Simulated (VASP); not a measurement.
# Pt (Im-3m) in VASP: a series of runs, part 2 of 2

VASP 6.6.1. The steps go on from the part before.

### 3 Single point, PBEsol+D3(BJ)

This run uses another cell than the first one, of 14.79 Å³/atom, 0.972 times its volume.

Input file INCAR:

```
PREC = Accurate
ENCUT = 520
EDIFF = 1E-7
ISMEAR = -1
SIGMA = 0.05
LREAL = False
LASPH = True
NELM = 80
ALGO = Normal
ISIF = 2
LWAVE = False
LCHARG = False
GGA = PS
IVDW = 12
NBANDS = 11
```

Input file KPOINTS:

```
regular mesh
0
Gamma
  13 13 13
```

Input file POSCAR:

```
Pt
1.0
    2.6781096271     -0.0000000148     -0.0000000257
   -0.8927031950      2.5249459757     -0.0000000257
   -0.8927031950     -1.2624729508      2.1866673795
Pt
1
Direct
    0.0000000000      0.0000000000      0.0000000000
```

Potentials or basis: VASP PAW PBE potentials, release 64 (Pt).

The run is started by

```sh
> cat potpaw_PBE.64/Pt/POTCAR > POTCAR
> mpirun -np 1 vasp_std > vasp.out
```

OUTCAR:

```text
PREC = Accurate
   ENCUT = 520
   EDIFF = 1E-7
   ISMEAR = -1
   LREAL = False
   LASPH = True
   NELM = 80
   ISIF = 2
   GGA = PS
   IVDW = 12
 IVDW          = 12

 ion  position               nearest neighbor table
   1  0.000  0.000  0.000-

  LATTYP: Found a body centered cubic cell.
 ALAT       =     3.0924146282

  Lattice vectors:

 A1 = (   2.6781096271,  -0.0000000148,  -0.0000000257)
 A2 = (  -0.8927031950,   2.5249459757,  -0.0000000257)
 A3 = (  -0.8927031950,  -1.2624729508,   2.1866673795)

Analysis of symmetry for initial positions (statically):
=====================================================================
 Subroutine PRICEL returns:
 Original cell was already a primitive cell.

 Routine SETGRP: Setting up the symmetry group for a
 body centered cubic supercell.

 Subroutine GETGRP returns: Found 48 space group operations
 (whereof 48 operations were pure point group operations)
 out of a pool of 48 trial point group operations.

The static configuration has the point symmetry O_h .

Analysis of symmetry for dynamics (positions and initial velocities):
=====================================================================
 Subroutine PRICEL returns:
 Original cell was already a primitive cell.

 Routine SETGRP: Setting up the symmetry group for a
 body centered cubic supercell.

 Subroutine GETGRP returns: Found 48 space group operations
 (whereof 48 operations were pure point group operations)
 out of a pool of 48 trial point group operations.

The dynamic configuration has the point symmetry O_h .

 Subroutine INISYM returns: Found 48 space group operations
 (whereof 48 operations are pure point group operations),
 and found     1 'primitive' translations

[... 113 lines left out ...]
  volume/ion in A,a.u.               =      14.79        99.78
  Fermi-wavevector in a.u.,A,eV,Ry     =   1.436990  2.715518 28.095222  2.064941
  Thomas-Fermi vector in A             =   2.556117
   LORBIT       =      0    0 simple, 1 ext, 2 COOP (PROOUT), +10 PAW based schemes
   GGA     = PS    functional components
   LHFCALC =     F    Hartree Fock is set to
   AEXX    =    0.0000 exact exchange contribution
   IVDW    =    12    specifies the selected vdW correction
   LEPSILON=     F    determine dielectric tensor
   LRPA    =     F    only Hartree local field effects (RPA)
 non-spin polarized calculation
  energy-cutoff  :      520.00
  volume of cell :       14.79
 maximum number of plane-waves:       414
   NGX =  9   NGY =  9   NGZ =  9

 number of electron      10.0000002 magnetization

 Free energy of the ion-electron system (eV)
  ---------------------------------------------------
  ext. energy  EPLUGINS =         0.00000000
  ---------------------------------------------------
  free energy    TOTEN  =        -6.83820236 eV

  energy without entropy =       -6.82974132  energy(sigma->0) =       -6.83397184

 E-fermi :  11.3031     XC(G=0): -13.7387

 val. band max:       11.3003525891   @ k =  -0.3846  -0.4615   0.2308
 cond. band min:      11.3660939122   @ k =  -0.3846   0.3846   0.1538
 fundamental gap:      0.0657413231
 Fermi energy:        11.3030592370

 k-point     1 :       0.0000    0.0000    0.0000
  band No.  band energies     occupation
      1       0.9716      2.00000
      2       7.3734      2.00000
      3       7.3734      2.00000
      4       7.3734      2.00000
      5      10.1474      2.00000
      6      10.1474      2.00000
      7      28.2935      0.00000
      8      28.2935      0.00000
      9      28.2935      0.00000
     10      39.1598      0.00000
     11      39.1598      0.00000
[... 309 lines left out ...]
 k-point    24 :       0.2308    0.0769    0.0769
  band No.  band energies     occupation
      1       4.2423      2.00000
      2       6.1895      2.00000
      3       7.0475      2.00000
      4       9.8871      2.00000
      5      10.3312      2.00000
      6      11.4764      0.06055
      7      23.8423      0.00000
      8      26.3298      0.00000
      9      28.2539      0.00000
     10      32.2756      0.00000
     11      38.4312      0.00000

 [... further k-points ...]

------------------------ aborting loop because EDIFF is reached ----------------------------------------

 Edisp (eV)   -0.76443

 E8    (eV) :    -0.5228

  FORCE on cell =-STRESS in cart. coord.  units (eV):
  Direction    XX          YY          ZZ          XY          YZ          ZX
  --------------------------------------------------------------------------------------
  -------------------------------------------------------------------------------------
  Total      -0.03306    -0.03306    -0.03306    -0.00000     0.00000    -0.00000
  in kB      -3.58173    -3.58173    -3.58173    -0.00000     0.00000    -0.00000
  external pressure =       -3.58 kB  Pullay stress =        0.00 kB

 VOLUME and BASIS-vectors are now :
 -----------------------------------------------------------------------------
  energy-cutoff  :      520.00
  volume of cell :       14.79
      direct lattice vectors                 reciprocal lattice vectors
     2.678109627 -0.000000015 -0.000000026     0.373397712  0.132016027  0.228658459
    -0.892703195  2.524945976 -0.000000026     0.000000004  0.396048082  0.228658459
    -0.892703195 -1.262472951  2.186667379     0.000000004  0.000000006  0.457316929

 POSITION                                       TOTAL-FORCE (eV/Angst)
 -----------------------------------------------------------------------------------
      0.00000      0.00000      0.00000        -0.000000     -0.000000     -0.000000
 -----------------------------------------------------------------------------------
    total drift:                               -0.000000      0.000000     -0.000000

  FREE ENERGIE OF THE ION-ELECTRON SYSTEM (eV)
  ---------------------------------------------------
  free  energy   TOTEN  =        -7.6026303356 eV

  energy  without entropy=       -7.5941692873  energy(sigma->0) =       -7.59839981
```

OSZICAR:

```text
N       E                     dE             d eps       ncg     rms          rms(c)
DAV:   1     0.394366992688E+02    0.39437E+02   -0.53690E+03  1888   0.851E+02
DAV:   2    -0.664307467649E+01   -0.46080E+02   -0.44496E+02  2075   0.179E+02
DAV:   3    -0.726337816634E+01   -0.62030E+00   -0.61804E+00  2173   0.198E+01
DAV:   4    -0.726562605722E+01   -0.22479E-02   -0.22477E-02  2138   0.139E+00
DAV:   5    -0.726564296436E+01   -0.16907E-04   -0.16907E-04  2177   0.110E-01    0.137E+01
DAV:   6    -0.688946780680E+01    0.37618E+00   -0.80163E-01  1983   0.707E+00    0.705E+00
DAV:   7    -0.684249174901E+01    0.46976E-01   -0.15900E-01  2115   0.307E+00    0.247E+00
DAV:   8    -0.683843575901E+01    0.40560E-02   -0.62395E-03  2036   0.731E-01    0.610E-01
DAV:   9    -0.683819796765E+01    0.23779E-03   -0.12871E-04  2120   0.108E-01    0.187E-02
DAV:  10    -0.683820220577E+01   -0.42381E-05   -0.21729E-06  2230   0.103E-02    0.258E-03
DAV:  11    -0.683820235026E+01   -0.14449E-06   -0.38812E-08  1861   0.178E-03    0.858E-04
DAV:  12    -0.683820236412E+01   -0.13856E-07   -0.23556E-09  1143   0.324E-04
   1 F= -.76026303E+01 E0= -.75983998E+01  d E =-.846105E-02
```

stdout:

```text
POSCAR found type information on POSCAR Pt
 POSCAR found :  1 types and       1 ions
 scaLAPACK will be used
 -----------------------------------------------------------------------------
|                                                                             |
|                                                                             |
|     You enforced a specific xc type in the INCAR file but a different       |
|     I HOPE YOU KNOW WHAT YOU ARE DOING!                                     |
|                                                                             |
 -----------------------------------------------------------------------------

 LDA part: xc-table for (Slater+PW92), standard interpolation
 POSCAR, INCAR and KPOINTS ok, starting setup
 FFT: planning ... GRIDC
 FFT: planning ... GRID_SOFT
 FFT: planning ... GRID
 WAVECAR not read
 entering main loop
```

It took 8.9 s on 1 thread of AMD EPYC 7R13 (Zen 3), shared host; peak memory 0.11 GiB.

What came out:

```yaml
Free_energy: -7.6026 eV
Pressure: -0.4 GPa
Band_gap_on_the_k_mesh: zero (band 5 reaches 12.29 eV, above the bottom of band 6 at 9.97 eV)
Dispersion_energy_per_atom: -0.764 eV
```

Levels at points of the mesh, in eV from the Fermi level:
| k point | band 3 | band 4 | band 5 | band 6 | band 7 | band 8 |
| --- | --- | --- | --- | --- | --- | --- |
| (0.00, 0.00, 0.00) | -3.93 | -3.93 | -1.16 | -1.16 | 16.99 | 16.99 |

Caveat: the PAW data sets were made with another functional, which shifts forces and pressure a little; spin-orbit coupling is left out, which moves the levels of the heavy elements; pairwise dispersion overbinds metals, which lowers pressure and volume.

### 4 Single point, BLYP+D3(BJ)

This run uses another cell than the first one, of 15.55 Å³/atom, 1.023 times its volume.

Input file INCAR:

```
  AGGAC = 1.0
  AGGAX = 1.0
  ALDAC = 0.0
  ALDAX = 1.0
  ALGO = Normal
  EDIFF = 1E-6
  ENCUT = 520
  GGA = B5
  ISIF = 2
  ISMEAR = -1
  IVDW = 12
  LASPH = T
  LCHARG = F
  LREAL = F
  LWAVE = F
  NBANDS = 11
  NELM = 100
  PREC = Accurate
  SIGMA = 0.05
  VDW_A1 = 0.4298
  VDW_A2 = 4.2359
  VDW_S6 = 1.0
  VDW_S8 = 2.6996
```

Input file KPOINTS:

```
k-points
0
Gamma
  13 13 13
```

Input file POSCAR:

```
Pt
1.0
    2.7235224025     -0.0000000151     -0.0000000261
   -0.9078407866      2.5677615511     -0.0000000261
   -0.9078407866     -1.2838807378      2.2237467559
Pt
1
Direct
    0.0000000000      0.0000000000      0.0000000000
```

The run is started by

```sh
> cat potpaw_PBE.64/Pt/POTCAR > POTCAR
> mpirun -np 1 vasp_std > vasp.out
```

Wall time 12 s (1 thread of AMD EPYC 7R13 (Zen 3), shared host); peak memory 0.11 GiB.

The run converged. Its results:

```yaml
Free_energy: -6.6024 eV
Pressure: 1.4 GPa
Band_gap_on_the_k_mesh: zero (band 5 reaches 12.02 eV, above the bottom of band 6 at 9.88 eV)
Dispersion_energy_per_atom: -1.754 eV
```

Levels at points of the mesh, in eV from the Fermi level:
```tsv
k point	band 2	band 3	band 4	band 5	band 6	band 7	band 8	band 9
(0.00, 0.00, 0.00)	-3.67	-3.67	-3.67	-1.12	-1.12	17.27	17.27	17.27
```

Caveat: the PAW data sets were made with another functional, which shifts forces and pressure a little; spin-orbit coupling is left out, which moves the levels of the heavy elements; pairwise dispersion overbinds metals, which lowers pressure and volume.

### 5 Summary

```tsv
level	cell	gap on the mesh (eV)	pressure (GPa)
PBEsol	a = 2.703 Å, angles 109.5°, 1 atom	none	-0.4
PBEsol+D3(BJ)	a = 2.678 Å, angles 109.5°, 1 atom	none	-0.4
BLYP+D3(BJ)	a = 2.724 Å, angles 109.5°, 1 atom	none	1.4
```

Alike in all rows: task single point; potentials or basis VASP PAW PBE potentials, release 64 (Pt); no spin polarisation; k mesh 13 × 13 × 13; cutoff (eV) 520; smearing fermi-dirac 0.05 eV.

Caveats: the PAW data sets were made with another functional, which shifts forces and pressure a little; spin-orbit coupling is left out, which moves the levels of the heavy elements; pairwise dispersion overbinds metals, which lowers pressure and volume (some runs).

Absolute energies hang on the potentials; compare differences alone.
